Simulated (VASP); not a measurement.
# ZrS (Fm-3m) in VASP: notebook

ZrS is run at these levels: LDA; tasks: single point.

Everything below comes from runs of VASP 6.6.1. Logs are shortened: lines on timing, memory, paths and dates and some standing lists are left out, and cuts for length are marked.

## (1) The cell of the first run

It takes space group Fm-3m (No. 225, cubic). The conventional cell has a = 5.134 Å, b = 5.134 Å, c = 5.134 Å, α = 90.00°, β = 90.00°, γ = 90.00°. Zr (site symmetry m-3m) has 6 S at 2.57 Å within 3.4 Å. S (site symmetry m-3m) has 6 Zr at 2.57 Å within 3.4 Å.

## (2) Single point, LDA

INCAR reads:

```
SYSTEM = ZrS
ALGO = Normal
EDIFF = 1E-6
ENCUT = 520
ISIF = 2
ISMEAR = 0
LASPH = .True.
LCHARG = .False.
LREAL = .False.
LWAVE = .False.
NBANDS = 16
NELM = 60
PREC = Accurate
SIGMA = 0.15
```

KPOINTS reads:

```
k-points
0
Gamma
  16 16 16
  0 0 0
```

POSCAR reads:

```
ZrS
1.0
    0.0000000000      2.5671447275      2.5671447275
    2.5671447275      0.0000000000      2.5671447275
    2.5671447275      2.5671447275      0.0000000000
Zr S
1 1
Direct
    0.0000000000      0.0000000000      0.0000000000
    0.5000000000      0.5000000000      0.5000000000
```

Potentials or basis: VASP PAW LDA potentials, release 64 (Zr_sv, S).

Command:

```console
$ cat potpaw_LDA.64/Zr_sv/POTCAR potpaw_LDA.64/S/POTCAR > POTCAR
$ mpirun -np 1 vasp_std > vasp.out
```

OUTCAR:

```text
SYSTEM = ZrS
   EDIFF = 1E-6
   ENCUT = 520
   ISIF = 2
   ISMEAR = 0
   LASPH = .True.
   LREAL = .False.
   NELM = 60
   PREC = Accurate

 ion  position               nearest neighbor table
   1  0.000  0.000  0.000-   2 2.57   2 2.57   2 2.57   2 2.57   2 2.57   2 2.57
   2  0.500  0.500  0.500-   1 2.57   1 2.57   1 2.57   1 2.57   1 2.57   1 2.57

  LATTYP: Found a face centered cubic cell.
 ALAT       =     5.1342894550

  Lattice vectors:

 A1 = (   0.0000000000,   2.5671447275,   2.5671447275)
 A2 = (   2.5671447275,   0.0000000000,   2.5671447275)
 A3 = (   2.5671447275,   2.5671447275,   0.0000000000)

Analysis of symmetry for initial positions (statically):
=====================================================================
 Subroutine PRICEL returns:
 Original cell was already a primitive cell.

 Routine SETGRP: Setting up the symmetry group for a
 face centered cubic supercell.

 Subroutine GETGRP returns: Found 48 space group operations
 (whereof 48 operations were pure point group operations)
 out of a pool of 48 trial point group operations.

The static configuration has the point symmetry O_h .

Analysis of symmetry for dynamics (positions and initial velocities):
=====================================================================
 Subroutine PRICEL returns:
 Original cell was already a primitive cell.

 Routine SETGRP: Setting up the symmetry group for a
 face centered cubic supercell.

 Subroutine GETGRP returns: Found 48 space group operations
 (whereof 48 operations were pure point group operations)
 out of a pool of 48 trial point group operations.

The dynamic configuration has the point symmetry O_h .

 Subroutine INISYM returns: Found 48 space group operations
 (whereof 48 operations are pure point group operations),
 and found     1 'primitive' translations

----------------------------------------------------------------------------------------

                                     Primitive cell

  volume of cell :      33.8362

  direct lattice vectors                    reciprocal lattice vectors
     0.000000000  2.567144728  2.567144728    -0.194768918  0.194768918  0.194768918
     2.567144728  0.000000000  2.567144728     0.194768918 -0.194768918  0.194768918
     2.567144728  2.567144728  0.000000000     0.194768918  0.194768918 -0.194768918

  length of vectors
     3.630490890  3.630490890  3.630490890     0.337349661  0.337349661  0.337349661

  position of ions in fractional coordinates (direct lattice)
     0.000000000  0.000000000  0.000000000
     0.500000000  0.500000000  0.500000000

  ion indices of the primitive-cell ions
   primitive index   ion index
                 1           1
                 2           2

----------------------------------------------------------------------------------------

 KPOINTS: k-points

Automatic generation of k-mesh.
 Grid dimensions read from file:
 generate k-points for:   16   16   16

 Generating k-lattice:

  Cartesian coordinates                     Fractional coordinates (reciprocal lattice)
    -0.012173057  0.012173057  0.012173057     0.062500000  0.000000000  0.000000000
     0.012173057 -0.012173057  0.012173057     0.000000000  0.062500000  0.000000000
     0.012173057  0.012173057 -0.012173057     0.000000000  0.000000000  0.062500000

  Length of vectors
     0.021084354  0.021084354  0.021084354

  Shift w.r.t. Gamma in fractional coordinates (k-lattice)
     0.000000000  0.000000000  0.000000000

 Subroutine IBZKPT returns following result:
 ===========================================

 Found    145 irreducible k-points:

 Following reciprocal coordinates:
            Coordinates               Weight
  0.000000  0.000000  0.000000      1.000000
  0.062500  0.000000  0.000000      8.000000
  0.125000  0.000000  0.000000      8.000000
  0.187500  0.000000  0.000000      8.000000
  0.250000  0.000000  0.000000      8.000000
  0.312500  0.000000  0.000000      8.000000
[... 16 lines left out ...]
 -0.125000  0.062500  0.000000     24.000000
 -0.062500  0.062500  0.000000     12.000000
 [... further k-points ...]
   k-points           NKPTS =    145   k-points in BZ     NKDIM =    145   number of bands    NBANDS=     16
   number of dos      NEDOS =    301   number of ions     NIONS =      2
   total plane-waves  NPLWV =  21952
   dimension x,y,z NGX =    28 NGY =   28 NGZ =   28
   dimension x,y,z NGXF=    56 NGYF=   56 NGZF=   56
   ions per type =               1   1
   NGX,Y,Z   is equivalent  to a cutoff of  12.82, 12.82, 12.82 a.u.
   NGXF,Y,Z  is equivalent  to a cutoff of  25.64, 25.64, 25.64 a.u.
 SYSTEM =  ZrS
   PREC   = accura    normal or accurate (medium, high low for compatibility)
   ISTART =      0    job   : 0-new  1-cont  2-samecut
   ICHARG =      2    charge: 1-file 2-atom 10-const
   ISPIN  =      1    spin polarized calculation?
   LNONCOLLINEAR =      F non collinear calculations
   LSORBIT =      F    spin-orbit coupling
   LASPH  =      T    aspherical Exc in radial PAW
   ENCUT  =  520.0 eV  38.22 Ry    6.18 a.u.   6.75  6.75  6.75*2*pi/ulx,y,z
   NELM   =     60;   NELMIN=  2; NELMDL= -5     # of ELM steps
   EDIFF  = 0.1E-05   stopping-criterion for ELM
   LREAL  =      F    real-space projection
   EDIFFG = 0.1E-04   stopping-criterion for IOM
   NSW    =      0    number of steps for IOM
   IBRION =     -1    ionic relax: 0-MD 1-quasi-New 2-CG
   NFREE  =      0    steps in history (QN), initial steepest desc. (CG)
   ISIF   =      2    stress and relaxation
   ISYM   =      2    0-nonsym 1-usesym 2-fastsym
   POTIM  = 0.5000    time-step for ionic-motion
   TEBEG  =    0.0;   TEEND  =   0.0 temperature during run
   PSTRESS=    0.0 pullay stress
   NELECT =      18.0000    total number of electrons
   NUPDOWN=      -1.0000    fix difference up-down
   EMIN   =  10.00;   EMAX   =-10.00  energy-range for DOS
   EFERMI =   0.00;   METHOD = LEGACY
   ISMEAR =     0;   SIGMA  =   0.15  broadening in eV -4-tet -1-fermi 0-gaus
   EFERMI_NEDOS =   21; number of points for ismear=-14 and -15
   IALGO  =     38    algorithm
   IMIX   =      4    mixing-type and parameters
     AMIX     =   0.40;   BMIX     =  1.00
     AMIX_MAG =   1.60;   BMIX_MAG =  1.00
  volume/ion in A,a.u.               =      16.92       114.17
  Fermi-wavevector in a.u.,A,eV,Ry     =   1.326494  2.506710 23.940628  1.759587
  Thomas-Fermi vector in A             =   2.455877
   LORBIT       =      0    0 simple, 1 ext, 2 COOP (PROOUT), +10 PAW based schemes
   GGA     = CA    functional components
   LHFCALC =     F    Hartree Fock is set to
   AEXX    =    0.0000 exact exchange contribution
   IVDW    =     0    specifies the selected vdW correction
   LEPSILON=     F    determine dielectric tensor
   LRPA    =     F    only Hartree local field effects (RPA)
 non-spin polarized calculation
 Gauss-broadening in eV      SIGMA  =   0.15
  energy-cutoff  :      520.00
  volume of cell :       33.84
 maximum number of plane-waves:       941
   NGX = 13   NGY = 13   NGZ = 13

 number of electron      17.9999999 magnetization

 Free energy of the ion-electron system (eV)
  ---------------------------------------------------
  ext. energy  EPLUGINS =         0.00000000
  ---------------------------------------------------
  free energy    TOTEN  =       -17.16971562 eV

  energy without entropy =      -17.15703426  energy(sigma->0) =      -17.16337494

 E-fermi :  11.3841     XC(G=0): -11.8553

 val. band max:       11.3775301203   @ k =  -0.2500   0.1875   0.0000
 cond. band min:      11.3860393547   @ k =   0.3125   0.1250   0.0625
 fundamental gap:      0.0085092345
 Fermi energy:        11.3840773081

 k-point     1 :       0.0000    0.0000    0.0000
  band No.  band energies     occupation
      1     -38.1716      2.00000
      2     -16.2905      2.00000
      3     -16.2905      2.00000
      4     -16.2905      2.00000
      5      -4.6676      2.00000
      6       7.8816      2.00000
[... 8 lines left out ...]
     15      18.6045      0.00000
     16      24.4088      0.00000

 k-point     2 :       0.0625    0.0000    0.0000
  band No.  band energies     occupation
      1     -38.1701      2.00000
      2     -16.3093      2.00000
      3     -16.2920      2.00000
      4     -16.2920      2.00000
      5      -4.6095      2.00000
      6       7.5361      2.00000
[... 8 lines left out ...]
     15      18.7922      0.00000
     16      24.0077      0.00000

 k-point     3 :       0.1250    0.0000    0.0000
  band No.  band energies     occupation
      1     -38.1661      2.00000
      2     -16.3622      2.00000
      3     -16.2964      2.00000
      4     -16.2964      2.00000
      5      -4.4412      2.00000
      6       6.7747      2.00000
[... 8 lines left out ...]
     15      19.2893      0.00000
     16      23.1472      0.00000

 k-point     4 :       0.1875    0.0000    0.0000
  band No.  band energies     occupation
      1     -38.1600      2.00000
      2     -16.4399      2.00000
      3     -16.3029      2.00000
      4     -16.3029      2.00000
      5      -4.1801      2.00000
      6       5.8951      2.00000
[... 8 lines left out ...]
     15      19.7951      0.00000
     16      22.5248      0.00000

 k-point     5 :       0.2500    0.0000    0.0000
  band No.  band energies     occupation
      1     -38.1527      2.00000
      2     -16.5296      2.00000
      3     -16.3105      2.00000
      4     -16.3105      2.00000
      5      -3.8540      2.00000
      6       5.0306      2.00000
[... 8 lines left out ...]
     15      19.8532      0.00000
     16      21.3285      0.00000

 k-point     6 :       0.3125    0.0000    0.0000
  band No.  band energies     occupation
      1     -38.1455      2.00000
      2     -16.6172      2.00000
      3     -16.3181      2.00000
      4     -16.3181      2.00000
      5      -3.5018      2.00000
      6       4.2544      2.00000
[... 8 lines left out ...]
     15      20.1025      0.00000
     16      20.1037      0.00000

 k-point     7 :       0.3750    0.0000    0.0000
  band No.  band energies     occupation
      1     -38.1394      2.00000
      2     -16.6898      2.00000
      3     -16.3246      2.00000
      4     -16.3246      2.00000
      5      -3.1746      2.00000
      6       3.6262      2.00000
[... 8 lines left out ...]
     15      18.9793      0.00000
     16      18.9793      0.00000

 k-point     8 :       0.4375    0.0000    0.0000
  band No.  band energies     occupation
      1     -38.1353      2.00000
      2     -16.7376      2.00000
      3     -16.3288      2.00000
      4     -16.3288      2.00000
      5      -2.9356      2.00000
      6       3.2085      2.00000
[... 8 lines left out ...]
     15      18.0932      0.00000
     16      18.0932      0.00000

 k-point     9 :       0.5000    0.0000    0.0000
  band No.  band energies     occupation
      1     -38.1339      2.00000
      2     -16.7543      2.00000
      3     -16.3304      2.00000
      4     -16.3304      2.00000
      5      -2.8467      2.00000
      6       3.0605      2.00000
[... 8 lines left out ...]
     15      17.5869      0.00000
     16      17.5869      0.00000
[... 172 lines left out ...]
 k-point    19 :      -0.3750    0.0625    0.0000
  band No.  band energies     occupation
      1     -38.1371      2.00000
      2     -16.7031      2.00000
      3     -16.3423      2.00000
      4     -16.3239      2.00000
      5      -3.0947      2.00000
      6       3.4978      2.00000
[... 8 lines left out ...]
     15      18.6927      0.00000
     16      18.7218      0.00000

 k-point    20 :      -0.3125    0.0625    0.0000
  band No.  band energies     occupation
      1     -38.1425      2.00000
      2     -16.6400      2.00000
      3     -16.3382      2.00000
      4     -16.3158      2.00000
      5      -3.3833      2.00000
      6       4.0200      2.00000
[... 8 lines left out ...]
     15      19.5243      0.00000
     16      19.9345      0.00000

 k-point    21 :      -0.2500    0.0625    0.0000
  band No.  band energies     occupation
      1     -38.1494      2.00000
      2     -16.5592      2.00000
      3     -16.3311      2.00000
      4     -16.3073      2.00000
      5      -3.7177      2.00000
      6       4.6960      2.00000
[... 8 lines left out ...]
     15      19.9199      0.00000
     16      20.4637      0.00000

 k-point    22 :      -0.1875    0.0625    0.0000
  band No.  band energies     occupation
      1     -38.1566      2.00000
      2     -16.4724      2.00000
      3     -16.3221      2.00000
      4     -16.2996      2.00000
      5      -4.0441      2.00000
      6       5.4642      2.00000
[... 8 lines left out ...]
     15      19.9446      0.00000
     16      21.3280      0.00000

 k-point    23 :      -0.1250    0.0625    0.0000
  band No.  band energies     occupation
      1     -38.1631      2.00000
      2     -16.3931      2.00000
      3     -16.3120      2.00000
      4     -16.2940      2.00000
      5      -4.3206      2.00000
      6       6.2602      2.00000
[... 8 lines left out ...]
     15      19.6132      0.00000
     16      22.2547      0.00000

 k-point    24 :      -0.0625    0.0625    0.0000
  band No.  band energies     occupation
      1     -38.1678      2.00000
      2     -16.3354      2.00000
      3     -16.3015      2.00000
      4     -16.2913      2.00000
      5      -4.5160      2.00000
      6       7.0035      2.00000
[... 8 lines left out ...]
     15      19.0857      0.00000
     16      23.3065      0.00000

 [... further k-points ...]

------------------------ aborting loop because EDIFF is reached ----------------------------------------

  FORCE on cell =-STRESS in cart. coord.  units (eV):
  Direction    XX          YY          ZZ          XY          YZ          ZX
  --------------------------------------------------------------------------------------
  -------------------------------------------------------------------------------------
  Total        0.0357877      0.0357877      0.0357877     -0.0000000      0.0000000      0.0000000
  in kB        1.6945838      1.6945838      1.6945838     -0.0000000      0.0000000      0.0000000
  external PRESSURE =       1.6945838 kB  Pullay stress =       0.0000000 kB

 VOLUME and BASIS-vectors are now :
 -----------------------------------------------------------------------------
  energy-cutoff  :      520.00
  volume of cell :       33.84
      direct lattice vectors                 reciprocal lattice vectors
     0.000000000  2.567144728  2.567144728    -0.194768918  0.194768918  0.194768918
     2.567144728  0.000000000  2.567144728     0.194768918 -0.194768918  0.194768918
     2.567144728  2.567144728  0.000000000     0.194768918  0.194768918 -0.194768918

 POSITION                                       TOTAL-FORCE (eV/Angst)
 -----------------------------------------------------------------------------------
      0.00000      0.00000      0.00000        -0.000000     -0.000000     -0.000000
      2.56714      2.56714      2.56714         0.000000      0.000000      0.000000
 -----------------------------------------------------------------------------------
    total drift:                                0.000000      0.000000      0.000000

  FREE ENERGIE OF THE ION-ELECTRON SYSTEM (eV)
  ---------------------------------------------------
  free  energy   TOTEN  =       -17.1697156238 eV

  energy  without entropy=      -17.1570342589  energy(sigma->0) =      -17.16337494
```

It took 38 s on 1 thread of Intel Xeon 6975P-C (Granite Rapids), shared host; peak memory 0.2 GiB.

What came out:

```
Free energy            : -17.1697 eV
Pressure               : 0.2 GPa
Band gap on the k mesh : zero (bands 9 and 10 overlap by 3.12 eV)
```

Levels at points of the mesh, in eV from the Fermi level:
```tsv
k point	band 6	band 7	band 8	band 9	band 10	band 11	band 12	band 13
(0.00, 0.00, 0.00)	-3.50	-3.50	-3.50	-1.52	-1.52	-1.52	-0.78	-0.78
(0.50, 0.00, 0.00)	-8.32	-6.21	-6.21	1.60	1.60	1.99	2.00	6.01
(0.50, 0.50, 0.00)	-6.30	-4.46	-4.46	-3.76	0.52	2.60	2.60	3.09
```

## (3) Single point, LDA (17.68 Å³/atom)

This run uses another cell than the first one, of 17.68 Å³/atom.

INCAR reads:

```
  PREC = Accurate
  ENCUT = 520
  EDIFF = 1E-6
  ISMEAR = 0
  SIGMA = 0.15
  LREAL = False
  LASPH = True
  NELM = 100
  ALGO = Normal
  ISIF = 2
  LWAVE = False
  LCHARG = False
  GGA = CA
  NBANDS = 16
```

KPOINTS reads:

```
regular mesh
0
Gamma
  16 16 16
```

POSCAR reads:

```
ZrS
1.0
    0.0000000000      2.6050690064      2.6050690064
    2.6050690064      0.0000000000      2.6050690064
    2.6050690064      2.6050690064      0.0000000000
Zr S
1 1
Direct
    0.0000000000      0.0000000000      0.0000000000
    0.5000000000      0.5000000000      0.5000000000
```

Potentials or basis: VASP PAW LDA potentials, release 64 (Zr_sv, S).

Command:

```console
$ cat potpaw_LDA.64/Zr_sv/POTCAR potpaw_LDA.64/S/POTCAR > POTCAR
$ mpirun -np 1 vasp_std > vasp.out
```

Run time: 40 s. Hardware: 1 thread of Intel Xeon 6975P-C (Granite Rapids), shared host; peak memory 0.19 GiB.

Results (log left out):

```
Free energy            : -17.1410 eV
Pressure               : -6.1 GPa
Band gap on the k mesh : zero (bands 9 and 10 overlap by 2.91 eV)
```

Levels at points of the mesh, in eV from the Fermi level:
```csv
k point,band 5,band 6,band 7,band 8,band 9,band 10,band 11,band 12,band 13,band 14
"(0.00, 0.00, 0.00)",-15.85,-3.50,-3.50,-3.50,-1.42,-1.42,-1.42,-0.73,-0.73,2.01
"(0.50, 0.00, 0.00)",-14.20,-8.10,-6.03,-6.03,1.49,1.49,1.83,1.96,5.79,5.79
"(0.50, 0.50, 0.00)",-14.98,-6.24,-4.44,-4.44,-3.55,0.50,2.42,2.42,2.87,3.41
```

Caveat: the cell stands under tension.

## (4) Single point, LDA (18.44 Å³/atom)

This run uses another cell than the first one, of 18.44 Å³/atom.

INCAR reads:

```
PREC = Accurate
ENCUT = 520
EDIFF = 1E-7
ISMEAR = 0
SIGMA = 0.15
LREAL = F
LASPH = T
NELM = 80
ALGO = Normal
ISIF = 2
LWAVE = F
LCHARG = F
NBANDS = 16
```

KPOINTS is that of step 3.

POSCAR reads:

```
ZrS
1.0
    0.0000000000      2.6419716676      2.6419716676
    2.6419716676      0.0000000000      2.6419716676
    2.6419716676      2.6419716676      0.0000000000
Zr S
1 1
Direct
    0.0000000000      0.0000000000      0.0000000000
    0.5000000000      0.5000000000      0.5000000000
```

Command:

```console
$ cat potpaw_LDA.64/Zr_sv/POTCAR potpaw_LDA.64/S/POTCAR > POTCAR
$ mpirun -np 1 vasp_std > vasp.out
```

Run time: 37 s. Hardware: 1 thread of Intel Xeon 6975P-C (Granite Rapids), shared host; peak memory 0.19 GiB.

It converged, with:

```yaml
Free_energy: -17.0595 eV
Pressure: -11.0 GPa
Band_gap_on_the_k_mesh: zero (bands 9 and 10 overlap by 2.72 eV)
```

Levels at points of the mesh, in eV from the Fermi level:
| k point | band 7 | band 8 | band 9 | band 10 | band 11 | band 12 |
| --- | --- | --- | --- | --- | --- | --- |
| (0.00, 0.00, 0.00) | -3.48 | -3.48 | -1.33 | -1.33 | -1.33 | -0.68 |
| (0.50, 0.00, 0.00) | -5.87 | -5.87 | 1.39 | 1.39 | 1.69 | 1.92 |
| (0.50, 0.50, 0.00) | -4.41 | -4.41 | -3.35 | 0.47 | 2.26 | 2.26 |

Caveat: the cell stands under tension.

## (5) The runs side by side

```tsv
cell	gap on the mesh (eV)	pressure (GPa)
a = 3.630 Å, angles 60.0°, 2 atoms	none	0.2
a = 3.684 Å, angles 60.0°, 2 atoms	none	-6.1
a = 3.736 Å, angles 60.0°, 2 atoms	none	-11.0
```

Alike in all rows: task single point; level LDA; potentials or basis VASP PAW LDA potentials, release 64 (Zr_sv, S); no spin polarisation; k mesh 16 × 16 × 16; cutoff (eV) 520; smearing gaussian 0.15 eV.

Caveats: the cell stands under tension (at least some runs).

Total energies depend on the potentials used, so only differences within one code and one set of settings carry meaning.
